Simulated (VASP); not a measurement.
Crystal: MgO.

```
Mg O
1.0
     0.09356    2.09083    2.09083
     2.09083    0.09356    2.09083
     2.09083    2.09083    0.09356
Mg O
1 1
Direct
  0.00000 0.00000 0.00000
  0.50000 0.50000 0.50000
```

This cell differs from its parent crystal: epitaxial 111 strain -5.0%.

Base run:

- Program: VASP 6.6.1
- Functional: PBE
- Potentials or basis: VASP PAW PBE potentials, release 64 (Mg, O)
- Cutoff: 520 eV
- k mesh: 10 × 10 × 10
- Occupations: fermi-dirac, width 0.02 eV
- Spin: no spin polarisation

Its results: band gap on the k mesh 5.36 eV, direct; pressure 22.4 GPa.

Question: The run is repeated on the same cell with these changes: functional from PBE to r2SCAN; occupations from fermi-dirac, width 0.02 eV to gaussian, width 0.01 eV. What comes out?

Answer: Band gap on the k mesh 6.27 eV, direct; pressure 15.9 GPa.

Caveats: the PAW data sets were made with another functional, which shifts forces and pressure a little (some runs).

